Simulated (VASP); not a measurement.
# CuSi16 (a cell with a defect) in VASP: further runs

The runs below take CuSi16 (a cell with a defect) through single point, with PBE.

All numbers are computed with VASP 6.6.1; they aren't measurements. Logs are shortened: lines on timing, memory, paths and dates and some standing lists are left out, and cuts for length are marked.

**1. The cell of the first run**

The cell holds a defect, 17 atoms: a = 7.679 Å, b = 7.679 Å, c = 7.679 Å, α = 60.00°, β = 60.00°, γ = 60.00°.

**2. Single point, PBE, collinear spin, ferromagnetic start**

File INCAR:

```
SYSTEM = CuSi16
  PREC = Accurate
  ENCUT = 520
  EDIFF = 1E-6
  ISMEAR = 0
  SIGMA = 0.02
  LREAL = Auto
  LASPH = .TRUE.
  NELM = 150
  ALGO = Normal
  ISIF = 2
  LWAVE = .FALSE.
  LCHARG = .FALSE.
  ISPIN = 2
  MAGMOM = 0 0 0 0 0 0 0 0 0 0 0 0 0 0 0 0 1
  LORBIT = 11
  LMAXMIX = 4
  GGA = PE
  NBANDS = 56
```

File KPOINTS:

```
regular mesh
0
G
  2 2 2
  0 0 0
```

File POSCAR:

```
CuSi16
1.0
    0.0000000000      5.4300000000      5.4300000000
    5.4300000000      0.0000000000      5.4300000000
    5.4300000000      5.4300000000      0.0000000000
Si Cu
16 1
Direct
    0.0005114612     -0.0003618369     -0.0010572221
    0.1295066140      0.1236550048      0.1233726988
    0.0005015986     -0.0006970413      0.5009600436
    0.1247721150      0.1257039160      0.6245969916
    0.0005118375      0.5011616412     -0.0011541660
    0.1249995215      0.6253242567      0.1244971440
   -0.0001880298      0.5003927389      0.4992566036
    0.1246756609      0.6249714805      0.6244918132
    0.4991475062      0.0004734319      0.0005844058
    0.6230867561      0.1234431486      0.1231197037
    0.4991004775     -0.0005013071      0.5007122700
    0.6228628866      0.1232023144      0.6309103292
    0.4993112189      0.5009560340     -0.0009970672
    0.6229774648      0.6308548534      0.1229986726
    0.4990100955      0.5009350166      0.5007042899
    0.6250625558      0.6251926502      0.6246854008
    0.7486365596      0.2505631980      0.2505518884
```

Potentials or basis: VASP PAW PBE potentials, release 64 (Si, Cu).

On the command line:

```bash
$ cat potpaw_PBE.64/Si/POTCAR potpaw_PBE.64/Cu/POTCAR > POTCAR
$ mpirun -np 1 vasp_std > vasp.out
```

OUTCAR:

```text
SYSTEM = CuSi16
   PREC = Accurate
   ENCUT = 520
   EDIFF = 1E-6
   ISMEAR = 0
   LREAL = Auto
   LASPH = .TRUE.
   NELM = 150
   ISIF = 2
   ISPIN = 2
   LORBIT = 11
   GGA = PE

 ion  position               nearest neighbor table
   1  0.001  1.000  0.999-   6 2.35   4 2.35  10 2.37   2 2.37  17 2.73
   2  0.130  0.124  0.123-   9 2.32   1 2.37   5 2.37   3 2.37  17 2.39
   3  0.001  0.999  0.501-   4 2.35   8 2.35   2 2.37  12 2.37  17 2.73
   4  0.125  0.126  0.625-   3 2.35  11 2.35   1 2.35   7 2.35
   5  0.001  0.501  0.999-   6 2.35   8 2.35   2 2.37  14 2.37  17 2.73
   6  0.125  0.625  0.124-   5 2.35  13 2.35   1 2.35   7 2.35
   7  1.000  0.500  0.499-   8 2.35   4 2.35  16 2.35   6 2.35
   8  0.125  0.625  0.624-   3 2.35  15 2.35   5 2.35   7 2.35
   9  0.499  0.000  0.001-  10 2.32  14 2.32   2 2.32  12 2.32
  10  0.623  0.123  0.123-   9 2.32   1 2.37  13 2.37  11 2.37  17 2.38
  11  0.499  0.999  0.501-  16 2.35   4 2.35  10 2.37  12 2.37  17 2.72
  12  0.623  0.123  0.631-   9 2.32   3 2.37  11 2.37  15 2.37  17 2.38
  13  0.499  0.501  0.999-   6 2.35  16 2.35  10 2.37  14 2.37  17 2.72
  14  0.623  0.631  0.123-   9 2.32   5 2.37  13 2.37  15 2.37  17 2.38
  15  0.499  0.501  0.501-  16 2.35   8 2.35  14 2.37  12 2.37  17 2.72
  16  0.625  0.625  0.625-  15 2.35  11 2.35  13 2.35   7 2.35
  17  0.749  0.251  0.251-  10 2.38  14 2.38  12 2.38   2 2.39  15 2.72  11 2.72  13 2.72   3 2.73
                             5 2.73   1 2.73

  LATTYP: Found a face centered cubic cell.
 ALAT       =    10.8600000000

  Lattice vectors:

 A1 = (   0.0000000000,   5.4300000000,   5.4300000000)
 A2 = (   5.4300000000,   0.0000000000,   5.4300000000)
 A3 = (   5.4300000000,   5.4300000000,   0.0000000000)

Analysis of symmetry for initial positions (statically):
=====================================================================
 Subroutine PRICEL returns:
 Original cell was already a primitive cell.

 Routine SETGRP: Setting up the symmetry group for a
 face centered cubic supercell.

 Subroutine GETGRP returns: Found  1 space group operations
 (whereof  1 operations were pure point group operations)
 out of a pool of 48 trial point group operations.

The static configuration has the point symmetry C_1 .

Analysis of symmetry for dynamics (positions and initial velocities):
=====================================================================
 Subroutine PRICEL returns:
 Original cell was already a primitive cell.

 Routine SETGRP: Setting up the symmetry group for a
 face centered cubic supercell.

 Subroutine GETGRP returns: Found  1 space group operations
 (whereof  1 operations were pure point group operations)
 out of a pool of 48 trial point group operations.

The dynamic configuration has the point symmetry C_1 .

Analysis of structural, dynamic, and magnetic symmetry:
=====================================================================
 Subroutine PRICEL returns:
 Original cell was already a primitive cell.

 Routine SETGRP: Setting up the symmetry group for a
 face centered cubic supercell.

 Subroutine GETGRP returns: Found  1 space group operations
 (whereof  1 operations were pure point group operations)
 out of a pool of 48 trial point group operations.

The overall configuration has the point symmetry C_1 .

 Subroutine INISYM returns: Found  1 space group operations
 (whereof  1 operations are pure point group operations),
 and found     1 'primitive' translations

----------------------------------------------------------------------------------------

                                     Primitive cell

  volume of cell :     320.2060

  direct lattice vectors                    reciprocal lattice vectors
     0.000000000  5.430000000  5.430000000    -0.092081031  0.092081031  0.092081031
     5.430000000  0.000000000  5.430000000     0.092081031 -0.092081031  0.092081031
     5.430000000  5.430000000  0.000000000     0.092081031  0.092081031 -0.092081031

  length of vectors
     7.679179644  7.679179644  7.679179644     0.159489025  0.159489025  0.159489025

  position of ions in fractional coordinates (direct lattice)
     0.000511461  0.999638163  0.998942778
     0.129506614  0.123655005  0.123372699
     0.000501599  0.999302959  0.500960044
     0.124772115  0.125703916  0.624596992
     0.000511837  0.501161641  0.998845834
     0.124999522  0.625324257  0.124497144
[... 9 lines left out ...]
     0.625062556  0.625192650  0.624685401
     0.748636560  0.250563198  0.250551888

  ion indices of the primitive-cell ions
   primitive index   ion index
                 1           1
                 2           2
                 3           3
                 4           4
                 5           5
                 6           6
[... 9 lines left out ...]
                16          16
                17          17

----------------------------------------------------------------------------------------

 KPOINTS: regular mesh

Automatic generation of k-mesh.
 Grid dimensions read from file:
 generate k-points for:    2    2    2

 Generating k-lattice:

  Cartesian coordinates                     Fractional coordinates (reciprocal lattice)
    -0.046040516  0.046040516  0.046040516     0.500000000  0.000000000  0.000000000
     0.046040516 -0.046040516  0.046040516     0.000000000  0.500000000  0.000000000
     0.046040516  0.046040516 -0.046040516     0.000000000  0.000000000  0.500000000

  Length of vectors
     0.079744512  0.079744512  0.079744512

  Shift w.r.t. Gamma in fractional coordinates (k-lattice)
     0.000000000  0.000000000  0.000000000

 Subroutine IBZKPT returns following result:
 ===========================================

 Found      8 irreducible k-points:

 Following reciprocal coordinates:
            Coordinates               Weight
  0.000000  0.000000  0.000000      1.000000
  0.500000  0.000000  0.000000      1.000000
  0.000000  0.500000  0.000000      1.000000
  0.000000  0.000000  0.500000      1.000000
  0.500000  0.500000  0.500000      1.000000
  0.500000  0.500000  0.000000      1.000000
  0.000000  0.500000  0.500000      1.000000
  0.500000  0.000000  0.500000      1.000000
   k-points           NKPTS =      8   k-points in BZ     NKDIM =      8   number of bands    NBANDS=     56
   number of dos      NEDOS =    301   number of ions     NIONS =     17
   total plane-waves  NPLWV = 216000
   dimension x,y,z NGX =    60 NGY =   60 NGZ =   60
   dimension x,y,z NGXF=   120 NGYF=  120 NGZF=  120
   ions per type =              16   1
   NGX,Y,Z   is equivalent  to a cutoff of  12.99, 12.99, 12.99 a.u.
   NGXF,Y,Z  is equivalent  to a cutoff of  25.98, 25.98, 25.98 a.u.
 SYSTEM =  CuSi16
   PREC   = accura    normal or accurate (medium, high low for compatibility)
   ISTART =      0    job   : 0-new  1-cont  2-samecut
   ICHARG =      2    charge: 1-file 2-atom 10-const
   ISPIN  =      2    spin polarized calculation?
   LNONCOLLINEAR =      F non collinear calculations
   LSORBIT =      F    spin-orbit coupling
   LASPH  =      T    aspherical Exc in radial PAW
   ENCUT  =  520.0 eV  38.22 Ry    6.18 a.u.  14.28 14.28 14.28*2*pi/ulx,y,z
   NELM   =    150;   NELMIN=  2; NELMDL= -5     # of ELM steps
   EDIFF  = 0.1E-05   stopping-criterion for ELM
   LREAL  =      T    real-space projection
   EDIFFG = 0.1E-04   stopping-criterion for IOM
   NSW    =      0    number of steps for IOM
   IBRION =     -1    ionic relax: 0-MD 1-quasi-New 2-CG
   NFREE  =      0    steps in history (QN), initial steepest desc. (CG)
   ISIF   =      2    stress and relaxation
   ISYM   =      2    0-nonsym 1-usesym 2-fastsym
   POTIM  = 0.5000    time-step for ionic-motion
   TEBEG  =    0.0;   TEEND  =   0.0 temperature during run
   PSTRESS=    0.0 pullay stress
   NELECT =      75.0000    total number of electrons
   NUPDOWN=      -1.0000    fix difference up-down
   EMIN   =  10.00;   EMAX   =-10.00  energy-range for DOS
   EFERMI =   0.00;   METHOD = LEGACY
   ISMEAR =     0;   SIGMA  =   0.02  broadening in eV -4-tet -1-fermi 0-gaus
   EFERMI_NEDOS =   21; number of points for ismear=-14 and -15
   IALGO  =     38    algorithm
   IMIX   =      4    mixing-type and parameters
     AMIX     =   0.40;   BMIX     =  1.00
     AMIX_MAG =   1.60;   BMIX_MAG =  1.00
  volume/ion in A,a.u.               =      18.84       127.11
  Fermi-wavevector in a.u.,A,eV,Ry     =   1.009142  1.907001 13.855720  1.018367
  Thomas-Fermi vector in A             =   2.142052
   LORBIT       =     11    0 simple, 1 ext, 2 COOP (PROOUT), +10 PAW based schemes
   GGA     = PE    functional components
   LHFCALC =     F    Hartree Fock is set to
   AEXX    =    0.0000 exact exchange contribution
   IVDW    =     0    specifies the selected vdW correction
   LEPSILON=     F    determine dielectric tensor
   LRPA    =     F    only Hartree local field effects (RPA)
 spin polarized calculation
 Gauss-broadening in eV      SIGMA  =   0.02
  energy-cutoff  :      520.00
  volume of cell :      320.21
 maximum number of plane-waves:      8646
 NGX is ok and might be reduce to    60
   NGX = 29   NGY = 29   NGZ = 29

 number of electron      75.0000002 magnetization       0.2592108

 Free energy of the ion-electron system (eV)
  ---------------------------------------------------
  ext. energy  EPLUGINS =         0.00000000
  ---------------------------------------------------
  free energy    TOTEN  =       -87.44869023 eV

  energy without entropy =      -87.44567341  energy(sigma->0) =      -87.44718182

 E-fermi :   6.9161     XC(G=0):  -9.6629

 val. band max:        6.9158949882   @ k =   0.5000   0.0000   0.0000
 cond. band min:       6.9169864328   @ k =   0.0000   0.5000   0.0000
 fundamental gap:      0.0010914446
 Fermi energy:         6.9161481165

 spin component 1

 k-point     1 :       0.0000    0.0000    0.0000
  band No.  band energies     occupation
      1      -5.9372      1.00000
      2      -3.5470      1.00000
      3      -3.5463      1.00000
      4      -3.5459      1.00000
      5      -3.5218      1.00000
      6      -2.0184      1.00000
[... 41 lines left out ...]
     48       8.6341      0.00000
     49       8.6355      0.00000
[... 362 lines left out ...]
     48      10.4630      0.00000
     49      10.4813      0.00000
 Fermi energy:         6.9161481165

 spin component 2

 k-point     1 :       0.0000    0.0000    0.0000
  band No.  band energies     occupation
      1      -5.9201      1.00000
      2      -3.5341      1.00000
      3      -3.5335      1.00000
      4      -3.5331      1.00000
      5      -3.5066      1.00000
      6      -1.9833      1.00000
[... 41 lines left out ...]
     48       8.6588      0.00000
     49       8.6625      0.00000
[... 362 lines left out ...]
     48      10.4830      0.00000
     49      10.4932      0.00000
 [bands above 49 left out]

------------------------ aborting loop because EDIFF is reached ----------------------------------------

  FORCE on cell =-STRESS in cart. coord.  units (eV):
  Direction    XX          YY          ZZ          XY          YZ          ZX
  --------------------------------------------------------------------------------------
  -------------------------------------------------------------------------------------
  Total        8.8856498      8.8842638      8.8817932      0.0298135      0.0247346      0.0755809
  in kB       44.4600851     44.4531505     44.4407886      0.1491745      0.1237615      0.3781753
  external PRESSURE =      44.4513414 kB  Pullay stress =       0.0000000 kB

 VOLUME and BASIS-vectors are now :
 -----------------------------------------------------------------------------
  energy-cutoff  :      520.00
  volume of cell :      320.21
      direct lattice vectors                 reciprocal lattice vectors
     0.000000000  5.430000000  5.430000000    -0.092081031  0.092081031  0.092081031
     5.430000000  0.000000000  5.430000000     0.092081031 -0.092081031  0.092081031
     5.430000000  5.430000000  0.000000000     0.092081031  0.092081031 -0.092081031

 POSITION                                       TOTAL-FORCE (eV/Angst)
 -----------------------------------------------------------------------------------
     10.85229      5.42704      5.43081         0.003264     -0.000235     -0.000591
      1.34136      1.37313      1.37467        -0.007560      0.002783      0.006014
      8.14643      2.72294      5.42894        -0.000606     -0.003690      0.000772
      4.07413      4.06907      1.36008        -0.001697      0.003616     -0.003816
      8.14504      5.42651      2.72409         0.001378     -0.000323     -0.001527
      4.07153      1.35477      4.07426         0.001447      0.001479     -0.002122
[... 9 lines left out ...]
      6.78684      6.78613      6.78889        -0.002497      0.004076      0.002155
      2.72105      5.42559      5.42565        -0.002248      0.000245      0.002688
 -----------------------------------------------------------------------------------
    total drift:                                0.002259      0.012636     -0.002997

  FREE ENERGIE OF THE ION-ELECTRON SYSTEM (eV)
  ---------------------------------------------------
  free  energy   TOTEN  =       -87.4486902309 eV

  energy  without entropy=      -87.4456734144  energy(sigma->0) =      -87.44718182

 total charge

# of ion       s       p       d       tot
------------------------------------------
    1        0.735   0.950   0.000   1.685
    2        0.733   0.969   0.000   1.701
    3        0.735   0.950   0.000   1.685
    4        0.741   0.955   0.000   1.696
    5        0.735   0.950   0.000   1.685
    6        0.741   0.955   0.000   1.696
[... 9 lines left out ...]
   16        0.741   0.955   0.000   1.696
   17        0.492   0.400   9.217  10.109
--------------------------------------------------
tot         12.319  15.699   9.217  37.235

 magnetization (x)

# of ion       s       p       d       tot
------------------------------------------
    1        0.001   0.000   0.000   0.001
    2        0.003   0.000   0.000   0.003
    3        0.001   0.000   0.000   0.001
    4        0.001   0.001   0.000   0.003
    5        0.001   0.000   0.000   0.001
    6        0.001   0.001   0.000   0.002
[... 9 lines left out ...]
   16        0.001   0.001   0.000   0.003
   17        0.030   0.006  -0.001   0.035
--------------------------------------------------
tot          0.063   0.026  -0.001   0.087
```

It took 22 min on 1 thread of Oxide Virtual Turin-like, shared host; peak memory 0.69 GiB.

What came out:

```yaml
Free_energy: -87.4487 eV
Pressure: 4.4 GPa
Largest_force: 0.015 eV/Å
Net_moment: 0.26 μB per cell
Site_moments: Si +0.00, +0.02; Cu +0.04 μB
Valence_electrons_inside_the_program's_atomic_spheres: Si 1.69, 1.70, 1.73; Cu 10.11
```

Forces in eV/Å, atoms in the order of the input:
```
Si   0.003  0.000 -0.001
Si  -0.008  0.003  0.006
Si  -0.001 -0.004  0.001
Si  -0.002  0.004 -0.004
Si   0.001  0.000 -0.002
Si   0.001  0.001 -0.002
Si   0.002  0.000  0.000
Si   0.002  0.002  0.000
Si  -0.001  0.006 -0.001
Si  -0.007 -0.009 -0.005
Si  -0.001 -0.002  0.001
Si   0.008  0.006 -0.009
Si   0.001  0.001  0.000
Si   0.006 -0.011  0.008
Si  -0.001 -0.002  0.002
Si  -0.002  0.004  0.002
Cu  -0.002  0.000  0.003
```

Caveat: the k points lie up to 0.50 Å⁻¹ apart.

**3. Single point, PBE, collinear spin, ferromagnetic start**

File INCAR:

```
PREC     = Accurate       # precision mode
ENCUT    = 520            # plane-wave cutoff, eV
EDIFF    = 1E-6           # SCF threshold, eV
ISMEAR   = 0              # smearing method
SIGMA    = 0.02           # smearing width, eV
LREAL    = Auto         
LASPH    = True           # aspherical terms in the spheres
NELM     = 150            # most SCF steps
ALGO     = Normal         # electronic algorithm
ISIF     = 2              # what is computed and relaxed
LWAVE    = False          # write WAVECAR
LCHARG   = False          # write CHGCAR
ISPIN    = 2              # spin polarisation
MAGMOM   = 0 0 0 0 0 0 0 0 0 0 0 0 0 0 0 0 1 # initial moments
LORBIT   = 11             # projections on sites
LMAXMIX  = 4              # l up to which the mixer works
GGA      = PE             # functional
NBANDS   = 56             # bands
```

File KPOINTS:

```
regular mesh
0
Gamma
  2 2 2
```

File POSCAR:

```
CuSi16
1.0
    0.0000000000      5.4300000000      5.4300000000
    5.4300000000      0.0000000000      5.4300000000
    5.4300000000      5.4300000000      0.0000000000
Si Cu
16 1
Direct
   -0.0000268890      0.0002875871      0.0000805263
    0.1252065823      0.1248300619      0.1251311570
   -0.0001958150      0.0000808549      0.5000362793
    0.1243894382      0.1240789249      0.6257177190
   -0.0000253257      0.4996559434      0.0000822612
    0.1240901380      0.6259680238      0.1239752523
   -0.0048289996      0.5016529175      0.5015245540
    0.1243864684      0.6258164967      0.6257188754
    0.5001431524      0.0000095021     -0.0001601327
    0.6255928425      0.1242203578      0.1244160240
    0.5018916181     -0.0059057440      0.5019635379
    0.6254888960      0.1244693029      0.6255702856
    0.5016211923      0.5018214781     -0.0052629021
    0.6255937976      0.6257731772      0.1244132360
    0.5018882415      0.5020486096      0.5019603068
    0.6251478476      0.6249287243      0.6249919436
    0.3775577340      0.3732303318      0.3759497663
```

Potentials or basis: VASP PAW PBE potentials, release 64 (Si, Cu).

On the command line:

```bash
$ cat potpaw_PBE.64/Si/POTCAR potpaw_PBE.64/Cu/POTCAR > POTCAR
$ mpirun -np 1 vasp_std > vasp.out
```

It took 30 min on 1 thread of Oxide Virtual Turin-like, shared host; peak memory 0.7 GiB.

The run converged. Its results:

- Free energy: -87.4485 eV
- Pressure: 4.4 GPa
- Largest force: 0.025 eV/Å
- Net moment: 0.26 μB per cell
- Site moments: Si +0.00, +0.02; Cu +0.04 μB
- Valence electrons inside the program's atomic spheres: Si 1.70, 1.69, 1.73; Cu 10.11

Forces on the atoms (eV/Å):
```
Si   0.009  0.008  0.009
Si   0.000  0.001  0.000
Si  -0.009 -0.008  0.009
Si   0.000  0.000  0.001
Si  -0.008  0.008 -0.009
Si   0.000 -0.003  0.000
Si  -0.002  0.004  0.002
Si  -0.001  0.000  0.000
Si   0.009 -0.009 -0.009
Si   0.001  0.000  0.001
Si  -0.007  0.009 -0.007
Si   0.000  0.000  0.000
Si  -0.001  0.001  0.001
Si  -0.001  0.000 -0.001
Si   0.007  0.009  0.007
Si  -0.002  0.005  0.002
Cu   0.005 -0.024 -0.005
```

Stress tensor (GPa, compression positive):
```
 4.41  0.03  0.15
 0.03  4.42 -0.03
 0.15 -0.03  4.41
```

Levels at points of the mesh, in eV from the Fermi level:
Spin up:
| k point | band 36 | band 37 | band 38 | band 39 | band 40 | band 41 |
| --- | --- | --- | --- | --- | --- | --- |
| (0.00, 0.00, 0.00) | -0.66 | -0.65 | -0.65 | 0.03 | 0.03 | 0.05 |
| (0.50, 0.00, 0.00) | -1.22 | -1.22 | -0.04 | 0.54 | 0.80 | 0.80 |
| (0.00, 0.50, 0.00) | -1.23 | -1.22 | -0.05 | 0.54 | 0.80 | 0.80 |
| (0.00, 0.00, 0.50) | -1.23 | -1.22 | -0.04 | 0.54 | 0.80 | 0.80 |
| (0.50, 0.50, 0.50) | -1.23 | -1.22 | -0.05 | 0.54 | 0.80 | 0.80 |
| (0.50, 0.50, 0.00) | -2.01 | -1.44 | 0.10 | 0.52 | 1.49 | 1.51 |
| (0.00, 0.50, 0.50) | -2.01 | -1.44 | 0.10 | 0.52 | 1.49 | 1.51 |
| (0.50, 0.00, 0.50) | -2.01 | -1.44 | 0.10 | 0.52 | 1.49 | 1.51 |
Spin down:
```
           k point  band 35  band 36  band 37  band 38  band 39  band 40
(0.00, 0.00, 0.00)    -1.13    -0.65    -0.65    -0.64     0.04     0.04
(0.50, 0.00, 0.00)    -1.44    -1.21    -1.21    -0.01     0.56     0.82
(0.00, 0.50, 0.00)    -1.43    -1.22    -1.21     0.01     0.57     0.82
(0.00, 0.00, 0.50)    -1.43    -1.21    -1.21     0.00     0.57     0.82
(0.50, 0.50, 0.50)    -1.43    -1.22    -1.21     0.01     0.57     0.82
(0.50, 0.50, 0.00)    -2.00    -2.00    -1.43     0.14     0.54     1.52
(0.00, 0.50, 0.50)    -2.00    -2.00    -1.43     0.14     0.54     1.52
(0.50, 0.00, 0.50)    -2.00    -2.00    -1.43     0.14     0.54     1.52
```

Caveat: the k points lie up to 0.50 Å⁻¹ apart.
